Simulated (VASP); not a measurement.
# AlRu (Pm-3m) in VASP: density of states with PBE

Aim: the density of states of AlRu with PBE.

Program: VASP 6.6.1. These are calculated values, not measurements. Logs are shortened: lines on timing, memory, paths and dates and some standing lists are left out, and cuts for length are marked.

## 1. The cell of the first run

The structure is cubic, space group Pm-3m (No. 221). The conventional cell has a = 2.992 Å, b = 2.992 Å, c = 2.992 Å, α = 90.00°, β = 90.00°, γ = 90.00°. Within 3.4 Å of Al (site symmetry m-3m) lie 8 Ru at 2.59 Å and 6 Al at 2.99 Å. Within 3.4 Å of Ru (site symmetry m-3m) lie 8 Al at 2.59 Å and 6 Ru at 2.99 Å.

## 2. Density of states, PBE

POSCAR reads:

```
AlRu
1.0
    2.9916000000      0.0000000000      0.0000000000
    0.0000000000      2.9916000000      0.0000000000
    0.0000000000      0.0000000000      2.9916000000
Al Ru
1 1
Direct
    0.0000000000      0.0000000000      0.0000000000
    0.5000000000      0.5000000000      0.5000000000
```

INCAR.step1 reads:

```
  PREC = Accurate
  ENCUT = 520
  EDIFF = 1E-6
  ISMEAR = 0
  SIGMA = 0.05
  LREAL = False
  LASPH = True
  NELM = 60
  ALGO = Fast
  ISIF = 2
  LWAVE = False
  LCHARG = True
  LMAXMIX = 4
  GGA = PE
  NBANDS = 16
```

KPOINTS.step1 reads:

```
Automatic mesh
0
Gamma
  12 12 12
```

INCAR.step2 reads:

```
  PREC = Accurate
  ENCUT = 520
  EDIFF = 1E-6
  ISMEAR = -5
  SIGMA = 0.05
  LREAL = False
  LASPH = True
  NELM = 60
  ALGO = Fast
  ISIF = 2
  LWAVE = False
  LCHARG = False
  LMAXMIX = 4
  GGA = PE
  LORBIT = 10
  NBANDS = 16
  NEDOS = 2001
  ICHARG = 11
```

KPOINTS.step2 reads:

```
Automatic mesh
0
Gamma
  18 18 18
```

Potentials or basis: VASP PAW PBE potentials, release 64 (Al, Ru_pv).

Launch:

```sh
cat potpaw_PBE.64/Al/POTCAR potpaw_PBE.64/Ru_pv/POTCAR > POTCAR
cp INCAR.step1 INCAR
cp KPOINTS.step1 KPOINTS
mpirun -np 1 vasp_std > vasp.out
cp INCAR.step2 INCAR
cp KPOINTS.step2 KPOINTS
mpirun -np 1 vasp_std > vasp.out
```

OUTCAR:

```text
PREC = Accurate
   ENCUT = 520
   EDIFF = 1E-6
   ISMEAR = -5
   LREAL = False
   LASPH = True
   NELM = 60
   ISIF = 2
   GGA = PE
   LORBIT = 10
   ICHARG = 11

 ion  position               nearest neighbor table
   1  0.000  0.000  0.000-   2 2.59   2 2.59   2 2.59   2 2.59   2 2.59   2 2.59   2 2.59   2 2.59

   2  0.500  0.500  0.500-   1 2.59   1 2.59   1 2.59   1 2.59   1 2.59   1 2.59   1 2.59   1 2.59

  LATTYP: Found a simple cubic cell.
 ALAT       =     2.9916000000

  Lattice vectors:

 A1 = (   2.9916000000,   0.0000000000,   0.0000000000)
 A2 = (   0.0000000000,   2.9916000000,   0.0000000000)
 A3 = (   0.0000000000,   0.0000000000,   2.9916000000)

Analysis of symmetry for initial positions (statically):
=====================================================================
 Subroutine PRICEL returns:
 Original cell was already a primitive cell.

 Routine SETGRP: Setting up the symmetry group for a
 simple cubic supercell.

 Subroutine GETGRP returns: Found 48 space group operations
 (whereof 48 operations were pure point group operations)
 out of a pool of 48 trial point group operations.

The static configuration has the point symmetry O_h .

Analysis of symmetry for dynamics (positions and initial velocities):
=====================================================================
 Subroutine PRICEL returns:
 Original cell was already a primitive cell.

 Routine SETGRP: Setting up the symmetry group for a
 simple cubic supercell.

 Subroutine GETGRP returns: Found 48 space group operations
 (whereof 48 operations were pure point group operations)
 out of a pool of 48 trial point group operations.

The dynamic configuration has the point symmetry O_h .

 Subroutine INISYM returns: Found 48 space group operations
 (whereof 48 operations are pure point group operations),
 and found     1 'primitive' translations

----------------------------------------------------------------------------------------

                                     Primitive cell

  volume of cell :      26.7738

  direct lattice vectors                    reciprocal lattice vectors
     2.991600000  0.000000000  0.000000000     0.334269287  0.000000000  0.000000000
     0.000000000  2.991600000  0.000000000     0.000000000  0.334269287  0.000000000
     0.000000000  0.000000000  2.991600000     0.000000000  0.000000000  0.334269287

  length of vectors
     2.991600000  2.991600000  2.991600000     0.334269287  0.334269287  0.334269287
[... 90 lines left out ...]
   ISYM   =      2    0-nonsym 1-usesym 2-fastsym
   POTIM  = 0.5000    time-step for ionic-motion
   TEBEG  =    0.0;   TEEND  =   0.0 temperature during run
   PSTRESS=    0.0 pullay stress
   NELECT =      17.0000    total number of electrons
   NUPDOWN=      -1.0000    fix difference up-down
   EMIN   =  10.00;   EMAX   =-10.00  energy-range for DOS
   EFERMI =   0.00;   METHOD = LEGACY
   ISMEAR =    -5;   SIGMA  =   0.05  broadening in eV -4-tet -1-fermi 0-gaus
   EFERMI_NEDOS =   21; number of points for ismear=-14 and -15
   IALGO  =     68    algorithm
   IMIX   =      4    mixing-type and parameters
     AMIX     =   0.40;   BMIX     =  1.00
     AMIX_MAG =   1.60;   BMIX_MAG =  1.00
  volume/ion in A,a.u.               =      13.39        90.34
  Fermi-wavevector in a.u.,A,eV,Ry     =   1.407087  2.659009 26.938090  1.979894
  Thomas-Fermi vector in A             =   2.529382
   LORBIT       =     10    0 simple, 1 ext, 2 COOP (PROOUT), +10 PAW based schemes
   GGA     = PE    functional components
   LHFCALC =     F    Hartree Fock is set to
   AEXX    =    0.0000 exact exchange contribution
   IVDW    =     0    specifies the selected vdW correction
   LEPSILON=     F    determine dielectric tensor
   LRPA    =     F    only Hartree local field effects (RPA)
 non-spin polarized calculation
 RMM-DIIS sequential band-by-band and
 Fermi weights with tetrahedron method with Bloechl corrections
  energy-cutoff  :      520.00
  volume of cell :       26.77
 maximum number of plane-waves:       739
 NGX is ok and might be reduce to    24

 number of electron      16.9999995 magnetization

 Free energy of the ion-electron system (eV)
  ---------------------------------------------------
  ext. energy  EPLUGINS =         0.00000000
  ---------------------------------------------------
  free energy    TOTEN  =       -14.25676734 eV

  energy without entropy =      -14.25676734  energy(sigma->0) =      -14.25676734

 E-fermi :  10.7015     XC(G=0): -12.5665

 val. band max:       10.7308155515   @ k =   0.3889   0.3889   0.2222
 cond. band min:      10.7132408057   @ k =   0.1667   0.1111   0.0000
 fundamental gap:     -0.0175747457
 Fermi energy:        10.7015070333

 k-point     1 :       0.0000    0.0000    0.0000
  band No.  band energies     occupation
      1     -31.0516      2.00000
      2     -31.0516      2.00000
      3     -31.0516      2.00000
      4       1.0417      2.00000
      5       7.1528      2.00000
      6       7.1528      2.00000
[... 433 lines left out ...]
      3     -31.0361      2.00000
      4       3.2067      2.00000
      5       6.9153      2.00000
      6       7.8283      2.00000
[... 8 lines left out ...]
     15      24.5584      0.00000
     16      25.0320      0.00000

 [... further k-points ...]

------------------------ aborting loop because EDIFF is reached ----------------------------------------

  FORCE on cell =-STRESS in cart. coord.  units (eV):
  Direction    XX          YY          ZZ          XY          YZ          ZX
  --------------------------------------------------------------------------------------
  -------------------------------------------------------------------------------------
  Total        0.4038529      0.4038529      0.4038529      0.0000000      0.0000000     -0.0000000
  in kB       24.1670268     24.1670268     24.1670268      0.0000000      0.0000000     -0.0000000
  external PRESSURE =      24.1670268 kB  Pullay stress =       0.0000000 kB

 VOLUME and BASIS-vectors are now :
 -----------------------------------------------------------------------------
  energy-cutoff  :      520.00
  volume of cell :       26.77
      direct lattice vectors                 reciprocal lattice vectors
     2.991600000  0.000000000  0.000000000     0.334269287  0.000000000  0.000000000
     0.000000000  2.991600000  0.000000000     0.000000000  0.334269287  0.000000000
     0.000000000  0.000000000  2.991600000     0.000000000  0.000000000  0.334269287

 POSITION                                       TOTAL-FORCE (eV/Angst)
 -----------------------------------------------------------------------------------
      0.00000      0.00000      0.00000         0.000000      0.000000      0.000000
      1.49580      1.49580      1.49580         0.000000      0.000000      0.000000
 -----------------------------------------------------------------------------------
    total drift:                                0.000000     -0.000000     -0.000000

  FREE ENERGIE OF THE ION-ELECTRON SYSTEM (eV)
  ---------------------------------------------------
  free  energy   TOTEN  =       -14.2567673389 eV

  energy  without entropy=      -14.2567673389  energy(sigma->0) =      -14.25676734

 total charge

# of ion       s       p       d       tot
------------------------------------------
    1        0.391   0.419   0.000   0.810
    2        0.336   6.243   6.206  12.786
--------------------------------------------------
tot          0.728   6.662   6.206  13.596
```

OSZICAR.step1:

```text
N       E                     dE             d eps       ncg     rms          rms(c)
DAV:   1     0.117541686930E+03    0.11754E+03   -0.91351E+03  2728   0.982E+02
DAV:   2    -0.130310406445E+02   -0.13057E+03   -0.12441E+03  3208   0.293E+02
DAV:   3    -0.149249904585E+02   -0.18939E+01   -0.18887E+01  3472   0.370E+01
DAV:   4    -0.149385195067E+02   -0.13529E-01   -0.13515E-01  3336   0.330E+00
DAV:   5    -0.149387255736E+02   -0.20607E-03   -0.20577E-03  3272   0.385E-01    0.122E+01
RMM:   6    -0.143508032080E+02    0.58792E+00   -0.20220E+00  2753   0.111E+01    0.239E+00
RMM:   7    -0.142788144451E+02    0.71989E-01   -0.12543E-01  2811   0.287E+00    0.198E+00
RMM:   8    -0.142637392342E+02    0.15075E-01   -0.14730E-02  2934   0.878E-01    0.192E-01
RMM:   9    -0.142635906003E+02    0.14863E-03   -0.10258E-03  3028   0.266E-01    0.127E-01
RMM:  10    -0.142635845782E+02    0.60221E-05   -0.92831E-05  3127   0.877E-02    0.187E-02
RMM:  11    -0.142635847313E+02   -0.15310E-06   -0.18036E-05  3124   0.333E-02    0.209E-02
RMM:  12    -0.142635839904E+02    0.74091E-06   -0.46941E-06  2774   0.166E-02
   1 F= -.14263584E+02 E0= -.14262550E+02  d E =-.206864E-02
```

Run time: 21 s. Hardware: 1 thread of Intel Xeon 6975P-C (Granite Rapids), shared host; peak memory 0.21 GiB.

What came out:

- Valence electrons inside the program's atomic spheres: Al 0.81; Ru 12.79

Levels at points of the mesh, in eV from the Fermi level:
```tsv
k point	band 6	band 7	band 8	band 9	band 10	band 11	band 12	band 13
(0.00, 0.00, 0.00)	-3.55	0.19	0.19	0.19	6.09	6.09	6.09	10.99
(0.50, 0.00, 0.00)	-2.75	-1.59	-1.59	0.44	2.31	7.46	11.05	11.05
(0.50, 0.50, 0.00)	-1.35	-1.35	-1.15	-1.15	1.55	5.33	6.25	10.61
(0.50, 0.50, 0.50)	-4.62	1.64	1.64	2.59	4.15	4.15	4.15	8.55
```

Caveat: tetrahedron occupations give inexact forces and stress in metals.
